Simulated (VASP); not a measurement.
Crystal: Al3Pd.

```xyz
4
Lattice="3.9469 0.0000 0.0000 0.0000 3.9469 0.0000 0.0000 0.0000 3.9469" Properties=species:S:1:pos:R:3 pbc="T T T"
Al    0.0000    1.9735    1.9735
Al    1.9735    0.0000    1.9735
Al    1.9735    1.9735    0.0000
Pd    0.0000    0.0000    0.0000
```

Program: VASP 6.6.1. Alike in all runs: task single point; no spin polarisation; cell as given; k mesh 5 × 5 × 5; cutoff (eV) 520; smearing methfessel-paxton 0.1 eV.

**Question.** Order these runs on this cell by their pressure, lowest first.
A. level PBE; potentials or basis VASP PAW PBE potentials, release 64 (Al, Pd)
B. level BLYP; potentials or basis VASP PAW PBE potentials, release 64 (Al, Pd)
C. level LDA; potentials or basis VASP PAW LDA potentials, release 64 (Al, Pd)

**Answer.** C (-4.7 GPa), A (1.3 GPa), B (5.9 GPa).

Caveats: the PAW data sets were made with another functional, which shifts forces and pressure a little (some runs).
